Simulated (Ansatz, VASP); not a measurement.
# Two plane-wave programs on BeTe

```
Be Te
1.0
     3.35599    0.00000    0.00000
     0.00000    3.35599    0.00000
     0.00000    0.00000    3.35599
Be Te
1 1
Direct
  0.00000 0.00000 0.00000
  0.50000 0.50000 0.50000
```

Change from the starting cell: species swapped into the DyAg type (Pm-3m, No. 221).

Alike in both runs: functional PBE; k mesh 6 × 6 × 6; occupations gaussian, width 0.2 eV; no spin polarisation.

Ansatz relaxed the structure, and its values are those at the end. VASP's run is a single point on that final structure, the one shown.

|  | VASP | Ansatz |
| --- | --- | --- |
| version | VASP 6.6.1 | Ansatz 0.2.0 |
| potentials or method | VASP PAW PBE potentials, release 64 (Be, Te), cutoff 600 eV | scalar-relativistic, plane waves, PAW |
| valence electrons in the cell | 8 | 18 |

|  | VASP | Ansatz | Ansatz less VASP |
| --- | --- | --- | --- |
| gap on the k mesh at the Fermi level (eV) | none | none | - |
| pressure (GPa) | -0.3 | -0.3 | +0.01 |

A gap of «none» marks a metal or a gap that the smearing closes. VASP's potentials hold 8 valence electrons a cell and Ansatz's 18, so a difference there can come from the potentials and not from the codes.

Neither program's run includes spin-orbit coupling.
